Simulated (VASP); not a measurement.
ReSbN:

```
CELL_PARAMETERS angstrom
3.43212 0.00000 0.00000
0.00000 3.43212 0.00000
0.00000 0.00000 8.59263
ATOMIC_POSITIONS crystal
Re 0.00000 0.50000 0.87324
Re 0.50000 0.00000 0.12676
Sb 0.00000 0.50000 0.33346
Sb 0.50000 0.00000 0.66654
N 0.00000 0.00000 0.00000
N 0.50000 0.50000 0.00000
```

* Program: VASP 6.6.1
* Task: relaxation of cell and atoms
* Functional: LDA
* Potentials or basis: VASP PAW LDA potentials, release 64 (Re, Sb, N)
* Cutoff: 600 eV
* k mesh: 8 × 8 × 3
* Occupations: fermi-dirac, width 0.05 eV
* Spin: no spin polarisation
* Hubbard terms: Re d U = 2.0 eV

At the start: pressure -8.1 GPa; volume 16.87 Å³/atom.

Problem. Where does the relaxation end?

Solution. Over 15 steps the energy falls by 20.3 meV/atom and the volume is 15.99 Å³/atom (-5.2 %); space group P4/nmm (No. 129, to 0.1 Å) before and after.

The path:
```csv
step,energy change (eV),largest force (eV/Å),pressure (GPa),volume (Å³)
1,0.0000,0.4982,-8.07,101.22
2,0.5005,3.6901,23.04,89.28
3,-0.1066,0.5532,-0.61,97.50
4,-0.1067,0.5878,-0.37,97.39
5,-0.1163,0.2103,0.01,96.43
6,-0.1179,0.0658,-0.12,96.69
7,-0.1191,0.0825,0.04,96.50
8,-0.1199,0.1101,0.34,96.18
9,-0.1204,0.0926,-0.01,96.23
10,-0.1205,0.0824,-0.20,96.25
11,-0.1211,0.0635,-0.15,96.17
12,-0.1218,0.0374,0.05,95.94
13,-0.1218,0.0376,0.07,95.93
14,-0.1218,0.0138,-0.09,95.96
15,-0.1218,0.0089,-0.04,95.95
```

Final structure:
```
Re Sb N
1.0
     3.38075    0.00000    0.00000
     0.00000    3.38075    0.00000
     0.00000    0.00000    8.39493
Re Sb N
2 2 2
Direct
  0.00000 0.50000 0.87107
  0.50000 0.00000 0.12893
  0.00000 0.50000 0.33542
  0.50000 0.00000 0.66458
  0.00000 0.00000 0.00000
  0.50000 0.50000 0.00000
```

Caveat: U without spin polarisation on a metal has little footing.
